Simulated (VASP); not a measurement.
Write the native input for VASP 6.6.1 that does the following.

```
Task                               : single point
Functional                         : PBE-based screened hybrid
Potentials or basis                : VASP PAW PBE potentials, release 64 (As)
Cutoff                             : 520 eV
k mesh                             : 5 × 5 × 3
Occupations                        : fermi-dirac, width 0.05 eV
Spin                               : no spin polarisation
Dipole correction                  : no
Grid for exact exchange (PRECFOCK) : Normal
Share of exact exchange            : 0.3
Further INCAR settings             : ALGO = Normal; EDIFF = 1e-06; NBANDS = 12
Screening parameter                : 0.2 1/Å
```

The system is As.

```xyz
2
Lattice="2.7037 0.0000 0.0000 0.0000 2.7037 0.0000 0.0000 0.0000 5.4074" Properties=species:S:1:pos:R:3 pbc="T T T"
As    1.1288    1.3103    1.3138
As    1.5749    1.3934    4.0935
```

These files were run (other wordings do the same):

POSCAR

```
As
1.0
    2.7036817400      0.0000000000      0.0000000000
    0.0000000000      2.7036817400      0.0000000000
    0.0000000000      0.0000000000      5.4073634900
As
2
Direct
    0.4174883800      0.4846435100      0.2429717800
    0.5825116200      0.5153564900      0.7570282200
```

INCAR.step1

```
  ALGO = Normal
  EDIFF = 1E-5
  ENCUT = 520
  GGA = PE
  ISIF = 2
  ISMEAR = -1
  LASPH = T
  LCHARG = F
  LREAL = F
  LWAVE = T
  NBANDS = 12
  NELM = 100
  PREC = Accurate
  SIGMA = 0.05
```

INCAR.step2

```
  AEXX = 0.3
  ALGO = Normal
  EDIFF = 1E-6
  ENCUT = 520
  GGA = PE
  HFSCREEN = 0.2
  ISIF = 2
  ISMEAR = -1
  ISTART = 1
  LASPH = T
  LCHARG = F
  LHFCALC = T
  LREAL = F
  LWAVE = F
  NBANDS = 12
  NELM = 100
  PREC = Accurate
  PRECFOCK = Normal
  SIGMA = 0.05
```

KPOINTS

```
k-points
0
Gamma
  5 5 3
```

Potentials or basis: VASP PAW PBE potentials, release 64 (As).

Launch:

```sh
$ cat potpaw_PBE.64/As/POTCAR > POTCAR
$ cp INCAR.step1 INCAR
$ mpirun -np 1 vasp_std > vasp.out
$ cp INCAR.step2 INCAR
$ mpirun -np 1 vasp_std > vasp.out
```

It gave:

```
Pressure               : -3.1 GPa
Largest force          : 0.335 eV/Å
Band gap on the k mesh : zero (band 5 reaches 11.06 eV, above the bottom of band 6 at 3.49 eV)
```

Caveat: the k points lie up to 0.46 Å⁻¹ apart; the PAW data sets were made with another functional, which shifts forces and pressure a little.

Wall time 7.9 min on 1 thread of AMD EPYC 7R13 Processor (Zen 3), on a shared host, peak memory 0.23 GiB.
